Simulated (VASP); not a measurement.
Runs of VASP 6.6.1 on KI. The structure is that of space group Fm-3m (No. 225), or close to it. The cells are those of the table. 

```tsv
level	cell	k mesh	smearing	grid for exact exchange (PRECFOCK)	screening parameter	gap on the mesh (eV)	pressure (GPa)
PBE	a = 4.867 Å, angles 60.0°, 2 atoms	6 × 6 × 6	fermi-dirac 0.02 eV	-	-	4.15	1.9
r2SCAN	a = 5.061, b = 5.061, c = 5.013 Å, angles 60.3, 60.3, 59.4°, 2 atoms	6 × 6 × 6	gaussian 0.01 eV	-	-	(a)	-0.2
HSE06	a = 4.867 Å, angles 60.0°, 2 atoms	4 × 4 × 4	gaussian 0.01 eV	Normal	0.2079 1/Å	5.16	1.7
r2SCAN	a = 4.867 Å, angles 60.0°, 2 atoms	6 × 6 × 6	gaussian 0.01 eV	-	-	4.82	1.4
PBE	a = 5.061, b = 5.061, c = 5.013 Å, angles 60.3, 60.3, 59.4°, 2 atoms	6 × 6 × 6	fermi-dirac 0.02 eV	-	-	3.90	0.3
HSE06	a = 5.061, b = 5.061, c = 5.013 Å, angles 60.3, 60.3, 59.4°, 2 atoms	4 × 4 × 4	gaussian 0.01 eV	Normal	0.2079 1/Å	4.88	(b)
```

Alike in all rows: task single point; potentials or basis VASP PAW PBE potentials, release 64 (K_sv, I); no spin polarisation; cutoff (eV) 520.

Question: Fill in the values left out.

Answer: (a) 4.53; (b) 0.1.

Caveats: spin-orbit coupling is left out, which moves the levels of the heavy elements; the PAW data sets were made with another functional, which shifts forces and pressure a little (some runs).

A k mesh can miss the band edges, and the runs leave out spin-orbit coupling on I.
